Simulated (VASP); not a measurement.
Write the native input for VASP 6.6.1 that does the following.

- Task: single point
- Functional: PBE
- Potentials or basis: VASP PAW PBE potentials, release 64 (Re, Br)
- Cutoff: 520 eV
- k mesh: 6 × 6 × 6
- Occupations: gaussian, width 0.1 eV
- Spin: collinear spin
- Starting moments: [1.0, 1.0, 0.0] μB
- Dipole correction: no
- Further INCAR settings: ALGO = Normal; EDIFF = 1e-06; NBANDS = 22

The structure of Re2Br lies in POSCAR:

```
Re2Br
1.0
    0.0000000000      3.0570127266      3.0570127266
    3.0570127266      0.0000000000      3.0570127266
    3.0570127266      3.0570127266      0.0000000000
Re Br
2 1
Direct
    0.2500000000      0.2500000000      0.2500000000
    0.7500000000      0.7500000000      0.7500000000
    0.0000000000      0.0000000000      0.0000000000
```

One way to write it, as run:

INCAR

```
SYSTEM = Re2Br
PREC = Accurate
ENCUT = 520
EDIFF = 1E-6
ISMEAR = 0
SIGMA = 0.1
LREAL = .False.
LASPH = .True.
NELM = 150
ALGO = Normal
ISIF = 2
LWAVE = .False.
LCHARG = .False.
ISPIN = 2
MAGMOM = 1 1 0
LORBIT = 11
LMAXMIX = 4
GGA = PE
NBANDS = 22
```

KPOINTS

```
regular mesh
0
Gamma
  6 6 6
  0 0 0
```

Potentials or basis: VASP PAW PBE potentials, release 64 (Re, Br).

Run with:

```sh
$ cat potpaw_PBE.64/Re/POTCAR potpaw_PBE.64/Br/POTCAR > POTCAR
$ mpirun -np 1 vasp_std > vasp.out
```

Results of the run:

```
Pressure                                              : -15.5 GPa
Net moment                                            : 0.00 μB per cell
Valence electrons inside the program's atomic spheres : Re 5.62; Br 4.84
```

Caveat: the cell stands under tension.

Run time: 36 s on 1 thread of Intel(R) Xeon(R) Platinum 8259CL CPU @ 2.50GHz (Skylake/Cascade Lake), on a shared host, peak memory 0.21 GiB.
